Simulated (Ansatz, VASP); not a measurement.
One calculation of TaN, two programs

```
CELL_PARAMETERS angstrom
5.19600 0.00000 0.00000
-2.59800 4.49987 0.00000
0.00000 0.00000 2.96922
ATOMIC_POSITIONS crystal
Ta 0.33333 0.66667 0.50000
Ta 0.66667 0.33333 0.50000
Ta 0.00000 0.00000 0.00000
N 0.39285 0.00000 0.00000
N 0.60715 0.60715 0.00000
N 0.00000 0.39285 0.00000
```

Change from the starting cell: zz strain of +2 %.

Alike in both runs: task single point; functional PBEsol; k mesh 6 × 6 × 9; occupations fermi-dirac, width 0.01 eV; no spin polarisation.

|  | VASP | Ansatz |
| --- | --- | --- |
| version | VASP 6.6.1 | Ansatz 0.2.0 |
| potentials or method | VASP PAW PBE potentials, release 64 (Ta_pv, N), cutoff 520 eV | all-electron LAPW, scalar-relativistic |

Ansatz gave:

| Item | Value |
| --- | --- |
| pressure (GPa) | -9.9 |
| traceless stress, the component that is largest in VASP (GPa) | -6.78 |
| rms of the force components (eV/Å) | 0.009 |

Problem. What did VASP give for the same quantities?

Solution. Pressure (GPa): -9.2; traceless stress, the component that is largest in VASP (GPa): -6.93; rms of the force components (eV/Å): 0.019.

VASP's potentials were made for PBE, not for PBEsol. Atom by atom the forces differ by 0.011 eV/Å (rms over components). Ansatz ran all-electron here, and VASP with PAW potentials.

Neither program's run includes spin-orbit coupling.
